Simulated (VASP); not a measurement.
# MoS2 (P-3m1) in VASP: single point with HSE06

Aim: the single point of MoS2 with HSE06.

Everything below comes from runs of VASP 6.6.1. Logs are shortened: lines on timing, memory, paths and dates and some standing lists are left out, and cuts for length are marked.

## (1) The cell of the first run

It takes space group P-3m1 (No. 164, trigonal). Conventional cell: a = 3.220 Å, b = 3.220 Å, c = 5.945 Å, α = 90.00°, β = 90.00°, γ = 120.00°. Mo (site symmetry -3m) has 6 S at 2.42 Å and 6 Mo at 3.22 Å within 3.3 Å. Within 3.7 Å of S (site symmetry 3m) lie 3 Mo at 2.42 Å and 12 S at 3.22 to 3.61 Å.

## (2) Single point, HSE06

Input file POSCAR:

```
MoS2
1.0
    3.2202374514      0.0000000000      0.0000000000
   -1.6101187257      2.7888074392      0.0000000000
    0.0000000000      0.0000000000      5.9450268322
Mo S
1 2
Direct
    0.0000000000      0.0000000000      0.0000000000
    0.3333333333      0.6666666667      0.2600310812
    0.6666666667      0.3333333333      0.7399689188
```

Input file INCAR.step1:

```
SYSTEM = MoS2
PREC = Accurate
ENCUT = 520
EDIFF = 1E-5
ISMEAR = -1
SIGMA = 0.02
LREAL = .False.
LASPH = .True.
NELM = 80
ALGO = Normal
ISIF = 2
LWAVE = .True.
LCHARG = .False.
NBANDS = 20
GGA = PE
```

Input file INCAR.step2:

```
SYSTEM = MoS2
PREC = Accurate
ENCUT = 520
EDIFF = 1E-6
ISMEAR = -1
SIGMA = 0.02
LREAL = .False.
LASPH = .True.
NELM = 80
ALGO = Normal
ISIF = 2
LWAVE = .False.
LCHARG = .False.
GGA = PE
LHFCALC = .True.
HFSCREEN = 0.2079
PRECFOCK = Normal
NBANDS = 20
ISTART = 1
```

Input file KPOINTS:

```
regular mesh
0
Gamma
  6 6 2
  0 0 0
```

Potentials or basis: VASP PAW PBE potentials, release 64 (Mo_sv, S).

On the command line:

```sh
cat potpaw_PBE.64/Mo_sv/POTCAR potpaw_PBE.64/S/POTCAR > POTCAR
cp INCAR.step1 INCAR
mpirun -np 1 vasp_std > vasp.out
cp INCAR.step2 INCAR
mpirun -np 1 vasp_std > vasp.out
```

OUTCAR:

```text
SYSTEM = MoS2
   PREC = Accurate
   ENCUT = 520
   EDIFF = 1E-6
   ISMEAR = -1
   LREAL = .False.
   LASPH = .True.
   NELM = 80
   ISIF = 2
   GGA = PE
   LHFCALC = .True.
   HFSCREEN = 0.2079
   PRECFOCK = Normal
   ISTART = 1

 ion  position               nearest neighbor table
   1  0.000  0.000  0.000-   2 2.42   3 2.42   3 2.42   2 2.42   3 2.42   2 2.42
   2  0.333  0.667  0.260-   1 2.42   1 2.42   1 2.42
   3  0.667  0.333  0.740-   1 2.42   1 2.42   1 2.42

  LATTYP: Found a hexagonal cell.
 ALAT       =     3.2202374514
 C/A-ratio  =     1.8461454852

  Lattice vectors:

 A1 = (   3.2202374514,   0.0000000000,   0.0000000000)
 A2 = (  -1.6101187257,   2.7888074392,   0.0000000000)
 A3 = (   0.0000000000,   0.0000000000,   5.9450268322)

Analysis of symmetry for initial positions (statically):
=====================================================================
 Subroutine PRICEL returns:
 Original cell was already a primitive cell.

 Routine SETGRP: Setting up the symmetry group for a
 hexagonal supercell.

 Subroutine GETGRP returns: Found 12 space group operations
 (whereof 12 operations were pure point group operations)
 out of a pool of 24 trial point group operations.

The static configuration has the point symmetry D_3d.

Analysis of symmetry for dynamics (positions and initial velocities):
=====================================================================
 Subroutine PRICEL returns:
 Original cell was already a primitive cell.

 Routine SETGRP: Setting up the symmetry group for a
 hexagonal supercell.

 Subroutine GETGRP returns: Found 12 space group operations
 (whereof 12 operations were pure point group operations)
 out of a pool of 24 trial point group operations.

The dynamic configuration has the point symmetry D_3d.

 Subroutine INISYM returns: Found 12 space group operations
 (whereof 12 operations are pure point group operations),
 and found     1 'primitive' translations

----------------------------------------------------------------------------------------

                                     Primitive cell

  volume of cell :      53.3900

  direct lattice vectors                    reciprocal lattice vectors
     3.220237451  0.000000000  0.000000000     0.310536106  0.179288105  0.000000000
    -1.610118726  2.788807439  0.000000000     0.000000000  0.358576209  0.000000000
     0.000000000  0.000000000  5.945026832     0.000000000  0.000000000  0.168207819

  length of vectors
     3.220237451  3.220237451  5.945026832     0.358576209  0.358576209  0.168207819

  position of ions in fractional coordinates (direct lattice)
     0.000000000  0.000000000  0.000000000
     0.333333333  0.666666667  0.260031081
     0.666666667  0.333333333  0.739968919

  ion indices of the primitive-cell ions
   primitive index   ion index
                 1           1
                 2           2
                 3           3

----------------------------------------------------------------------------------------

 KPOINTS: regular mesh

Automatic generation of k-mesh.
 Grid dimensions read from file:
 generate k-points for:    6    6    2

 Generating k-lattice:

  Cartesian coordinates                     Fractional coordinates (reciprocal lattice)
     0.051756018  0.029881351  0.000000000     0.166666667  0.000000000  0.000000000
     0.000000000  0.059762702  0.000000000     0.000000000  0.166666667  0.000000000
     0.000000000  0.000000000  0.084103910     0.000000000  0.000000000  0.500000000

  Length of vectors
     0.059762702  0.059762702  0.084103910

  Shift w.r.t. Gamma in fractional coordinates (k-lattice)
     0.000000000  0.000000000  0.000000000

 Subroutine IBZKPT returns following result:
 ===========================================

 Found     14 irreducible k-points:

 Following reciprocal coordinates:
            Coordinates               Weight
  0.000000  0.000000  0.000000      1.000000
  0.166667  0.000000  0.000000      6.000000
  0.333333 -0.000000  0.000000      6.000000
  0.500000 -0.000000  0.000000      3.000000
  0.166667  0.166667  0.000000      6.000000
  0.333333  0.166667  0.000000     12.000000
  0.333333  0.333333  0.000000      2.000000
  0.000000  0.000000  0.500000      1.000000
  0.166667  0.000000  0.500000      6.000000
  0.333333 -0.000000  0.500000      6.000000
  0.500000 -0.000000  0.500000      3.000000
  0.166667  0.166667  0.500000      6.000000
  0.333333  0.166667  0.500000     12.000000
  0.333333  0.333333  0.500000      2.000000
   k-points           NKPTS =     14   k-points in BZ     NKDIM =     72   number of bands    NBANDS=     20
   number of dos      NEDOS =    301   number of ions     NIONS =      3
   total plane-waves  NPLWV =  27648
   dimension x,y,z NGX =    24 NGY =   24 NGZ =   48
   dimension x,y,z NGXF=    48 NGYF=   48 NGZF=   96
   ions per type =               1   2
   NGX,Y,Z   is equivalent  to a cutoff of  12.39, 12.39, 13.42 a.u.
   NGXF,Y,Z  is equivalent  to a cutoff of  24.78, 24.78, 26.85 a.u.
 SYSTEM =  MoS2
   PREC   = accura    normal or accurate (medium, high low for compatibility)
   ISTART =      1    job   : 0-new  1-cont  2-samecut
   ICHARG =      0    charge: 1-file 2-atom 10-const
   ISPIN  =      1    spin polarized calculation?
   LNONCOLLINEAR =      F non collinear calculations
   LSORBIT =      F    spin-orbit coupling
   LASPH  =      T    aspherical Exc in radial PAW
   ENCUT  =  520.0 eV  38.22 Ry    6.18 a.u.   5.99  5.99 11.05*2*pi/ulx,y,z
   NELM   =     80;   NELMIN=  2; NELMDL=  0     # of ELM steps
   EDIFF  = 0.1E-05   stopping-criterion for ELM
   LREAL  =      F    real-space projection
   EDIFFG = 0.1E-04   stopping-criterion for IOM
   NSW    =      0    number of steps for IOM
   IBRION =     -1    ionic relax: 0-MD 1-quasi-New 2-CG
   NFREE  =      0    steps in history (QN), initial steepest desc. (CG)
   ISIF   =      2    stress and relaxation
   ISYM   =      3    0-nonsym 1-usesym 2-fastsym
   POTIM  = 0.5000    time-step for ionic-motion
   TEBEG  =    0.0;   TEEND  =   0.0 temperature during run
   PSTRESS=    0.0 pullay stress
   NELECT =      26.0000    total number of electrons
   NUPDOWN=      -1.0000    fix difference up-down
   EMIN   =  10.00;   EMAX   =-10.00  energy-range for DOS
   EFERMI =   0.00;   METHOD = LEGACY
   ISMEAR =    -1;   SIGMA  =   0.02  broadening in eV -4-tet -1-fermi 0-gaus
   EFERMI_NEDOS =   21; number of points for ismear=-14 and -15
   IALGO  =     38    algorithm
   IMIX   =      1    mixing-type and parameters
     AMIX     =   0.40;   BMIX     =  1.00
     AMIX_MAG =   1.60;   BMIX_MAG =  1.00
  volume/ion in A,a.u.               =      17.80       120.10
  Fermi-wavevector in a.u.,A,eV,Ry     =   1.287990  2.433948 22.570957  1.658919
  Thomas-Fermi vector in A             =   2.419971
   LORBIT       =      0    0 simple, 1 ext, 2 COOP (PROOUT), +10 PAW based schemes
   GGA     = PE    functional components
   LHFCALC =     T    Hartree Fock is set to
   PRECFOCK=normal    Normal, Fast or Accurate (Low or Medium for compatibility)
   ENCUT4O =  -1.0   cutoff for four orbital integrals eV
   NKREDX  =     1    reduce k-point grid by
   NKREDY  =     1    reduce k-point grid by
   NKREDZ  =     1    reduce k-point grid by
   AEXX    =    0.2500 exact exchange contribution
   HFSCREEN=    0.2079 screening length (either q_TF or 0.3 A-1)
   HFSCREENC=   0.2079 screening length for correlation (either q_TF or 0.3 A-1)
   ENCUTFOCK=  -1.0 apply spherical cutoff to Coloumb kernel
   IVDW    =     0    specifies the selected vdW correction
   LEPSILON=     F    determine dielectric tensor
   LRPA    =     F    only Hartree local field effects (RPA)
 non-spin polarized calculation
  energy-cutoff  :      520.00
  volume of cell :       53.39
 maximum number of plane-waves:      1482
 NGX is ok and might be reduce to    24
  NGX = 18; NGY = 18; NGZ = 36

 number of electron      26.0000004 magnetization

 Free energy of the ion-electron system (eV)
  ---------------------------------------------------
  ext. energy  EPLUGINS =         0.00000000
  ---------------------------------------------------
  free energy    TOTEN  =       -25.10128595 eV

  energy without entropy =      -25.10084208  energy(sigma->0) =      -25.10106402

 E-fermi :   7.6700     XC(G=0):  -8.9810

 val. band max:        7.6244077033   @ k =   0.0000   0.0000   0.5000
 cond. band min:       7.7534395181   @ k =   0.1667   0.1667   0.5000
 fundamental gap:      0.1290318148
 Fermi energy:         7.6699615576

 k-point     1 :       0.0000    0.0000    0.0000
  band No.  band energies     occupation
      1     -58.5000      2.00000
      2     -31.0860      2.00000
      3     -31.0498      2.00000
      4     -31.0498      2.00000
      5      -9.2579      2.00000
      6      -7.3755      2.00000
[... 12 lines left out ...]
     19      14.9413      0.00000
     20      17.8814      0.00000

 k-point     2 :       0.1667    0.0000    0.0000
  band No.  band energies     occupation
      1     -58.4901      2.00000
      2     -31.1551      2.00000
      3     -31.0743      2.00000
      4     -31.0660      2.00000
      5      -8.8057      2.00000
      6      -7.3025      2.00000
[... 12 lines left out ...]
     19      16.1975      0.00000
     20      17.4180      0.00000

 k-point     3 :       0.3333   -0.0000    0.0000
  band No.  band energies     occupation
      1     -58.4703      2.00000
      2     -31.3594      2.00000
      3     -31.1235      2.00000
      4     -31.0256      2.00000
      5      -7.7629      2.00000
      6      -7.0943      2.00000
[... 12 lines left out ...]
     19      15.4722      0.00000
     20      16.6005      0.00000

 k-point     4 :       0.5000   -0.0000    0.0000
  band No.  band energies     occupation
      1     -58.4604      2.00000
      2     -31.4589      2.00000
      3     -31.1482      2.00000
      4     -31.0052      2.00000
      5      -7.3419      2.00000
      6      -6.6903      2.00000
[... 199 lines left out ...]
 k-point    13 :       0.3333    0.1667    0.5000
  band No.  band energies     occupation
      1     -58.4604      2.00000
      2     -31.4071      2.00000
      3     -31.2012      2.00000
      4     -31.0059      2.00000
      5      -7.3079      2.00000
      6      -6.7349      2.00000
[... 12 lines left out ...]
     19      15.7824      0.00000
     20      16.8499      0.00000

 k-point    14 :       0.3333    0.3333    0.5000
  band No.  band energies     occupation
      1     -58.4556      2.00000
      2     -31.3360      2.00000
      3     -31.3360      2.00000
      4     -30.9957      2.00000
      5      -6.8221      2.00000
      6      -6.8221      2.00000
[... 12 lines left out ...]
     19      16.1636      0.00000
     20      16.1636      0.00000

------------------------ aborting loop because EDIFF is reached ----------------------------------------

  FORCE on cell =-STRESS in cart. coord.  units (eV):
  Direction    XX          YY          ZZ          XY          YZ          ZX
  --------------------------------------------------------------------------------------
  -------------------------------------------------------------------------------------
  Total       -1.1824536     -1.1824536     -0.1602756     -0.0000000     -0.0000000     -0.0000000
  in kB      -35.4841530    -35.4841530     -4.8096988     -0.0000000     -0.0000000     -0.0000000
  external PRESSURE =     -25.2593349 kB  Pullay stress =       0.0000000 kB

 VOLUME and BASIS-vectors are now :
 -----------------------------------------------------------------------------
  energy-cutoff  :      520.00
  volume of cell :       53.39
      direct lattice vectors                 reciprocal lattice vectors
     3.220237451  0.000000000  0.000000000     0.310536106  0.179288105  0.000000000
    -1.610118726  2.788807439  0.000000000     0.000000000  0.358576209  0.000000000
     0.000000000  0.000000000  5.945026832     0.000000000  0.000000000  0.168207819

 POSITION                                       TOTAL-FORCE (eV/Angst)
 -----------------------------------------------------------------------------------
      0.00000      0.00000      0.00000         0.000000      0.000000      0.000000
     -0.00000      1.85920      1.54589        -0.000000      0.000000     -0.369623
      1.61012      0.92960      4.39914         0.000000      0.000000      0.369623
 -----------------------------------------------------------------------------------
    total drift:                               -0.000000     -0.000000     -0.000000

  FREE ENERGIE OF THE ION-ELECTRON SYSTEM (eV)
  ---------------------------------------------------
  free  energy   TOTEN  =       -25.1012859496 eV

  energy  without entropy=      -25.1008420818  energy(sigma->0) =      -25.10106402
```

Run time: 37 min. Hardware: 1 thread of Intel Xeon 8259CL, shared host; peak memory 0.29 GiB.

What came out:

```yaml
Free_energy: -25.1013 eV
Pressure: -2.5 GPa
Largest_force: 0.370 eV/Å
Band_gap_on_the_k_mesh: zero (bands 13 and 14 overlap by 1.43 eV)
```

Forces on the atoms (eV/Å):
```
Mo   0.000  0.000  0.000
S    0.000  0.000 -0.370
S    0.000  0.000  0.370
```

Caveat: the k points lie up to 0.53 Å⁻¹ apart, too coarse for converged energies and pressures of a metal; the PAW data sets were made with another functional, which shifts forces and pressure a little; this functional lacks dispersion, which binds the layers, so the pressure and a relaxed spacing across them are unreliable.
